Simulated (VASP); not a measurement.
Here is a VASP 6.6.1 calculation.

File INCAR:

```
  PREC = Accurate
  ENCUT = 520
  EDIFF = 1E-6
  ISMEAR = -1
  SIGMA = 0.02
  LREAL = F
  LASPH = T
  NELM = 100
  ALGO = Normal
  ISIF = 2
  LWAVE = F
  LCHARG = T
  GGA = PE
  LELF = T
  LVHAR = T
  NBANDS = 18
```

File KPOINTS:

```
Automatic mesh
0
Gamma
  8 8 8
```

File POSCAR:

```
HfO2
1.0
   -0.0299708105      2.5291823181      2.5291823181
    2.5291823181     -0.0299708105      2.5291823181
    2.4992115076      2.4992115076      0.0000000000
Hf O
1 2
Direct
    0.0000000000      0.0000000000      0.0000000000
    0.2516920748      0.2516920748      0.2483079252
    0.7483079252      0.7483079252      0.7516920748
```

Potentials or basis: VASP PAW PBE potentials, release 64 (Hf_pv, O).

Run with:

```bash
$ cat potpaw_PBE.64/Hf_pv/POTCAR potpaw_PBE.64/O/POTCAR > POTCAR
$ mpirun -np 1 vasp_std > vasp.out
```

(1) What does it give for the band gap on the k mesh?

(2) Predict the largest force.

## Answers

(1) 3.82 eV, direct.

(2) 0.005 eV/Å.

Caveat: the cell differs from its parent crystal (shear xy strain -2.4%); spin-orbit coupling is left out, which moves the levels of the heavy elements.
